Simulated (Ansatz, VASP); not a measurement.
**Two plane-wave programs on Sn**

File INCAR:

```
SYSTEM = Sn
ALGO = Fast
EDIFF = 1E-6
ENCUT = 520
GGA = PS
ISIF = 2
ISMEAR = -1
LASPH = .True.
LCHARG = .False.
LREAL = .False.
LWAVE = .False.
NBANDS = 21
NELM = 80
PREC = Accurate
SIGMA = 0.1
```

The input KPOINTS:

```
k-points
0
Gamma
  16 16 16
  0 0 0
```

POSCAR

```
Sn
1.0
   -2.7905934651      2.7905934651      1.5024216457
    2.7905934651     -2.7905934651      1.5024216457
    2.7905934651      2.7905934651     -1.5024216457
Sn
2
Direct
    0.0000000000      0.0000000000      0.0000000000
    0.7500000000      0.2500000000      0.5000000000
```

Input for Ansatz:

```yaml
crystal:
  lattice:
    - [-2.7905934651, 2.7905934651, 1.5024216457]
    - [2.7905934651, -2.7905934651, 1.5024216457]
    - [2.7905934651, 2.7905934651, -1.5024216457]
  atoms:
    - { symbol: Sn, position: [0.0, 0.0, 0.0] }
    - { symbol: Sn, position: [0.75, 0.25, 0.5] }
basis:
  ecutwfc: 420
kpoints:
  mp_grid: { grid: [16, 16, 16] }
  band_path:
    path:
      - [[0.0, 0.0, 0.0], [0.0, 0.0, 0.5], [-0.5, 0.5, 0.5], [0.0, 0.0, 0.0], [0.32246537, 0.32246537, -0.32246537]]
      - [[-0.32246537, 0.67753463, 0.32246537], [-0.5, 0.5, 0.5]]
      - [[0.0, 0.0, 0.5], [0.25, 0.25, 0.25], [0.0, 0.5, 0.0], [0.0, 0.0, 0.0]]
    npoints: 12
hamiltonian:
  xc: pbesol
scf:
  occupations: { method: fermi_dirac, width: 0.1 }
  n_extra_bands: 6
output:
  forces: true
  stress: true
  eigenvalues: true
```

Alike in both runs: task single point; functional PBEsol; k mesh 16 × 16 × 16; occupations fermi-dirac, width 0.1 eV; no spin polarisation.

|  | VASP | Ansatz |
| --- | --- | --- |
| version | VASP 6.6.1 | Ansatz 0.2.0 |
| potentials or method | VASP PAW PBE potentials, release 64 (Sn_d), cutoff 520 eV | scalar-relativistic, plane waves, PAW |
| valence electrons in the cell | 28 | 28 |

|  | VASP | Ansatz | Ansatz less VASP |
| --- | --- | --- | --- |
| gap on the k mesh at the Fermi level (eV) | none | none | - |
| pressure (GPa) | 10.9 | 10.9 | -0.01 |

VASP's potentials were made for PBE, not for PBEsol. A gap of «none» marks a metal or a gap that the smearing closes. The functional is the same, so the differences come from potentials, cutoffs and numerics.
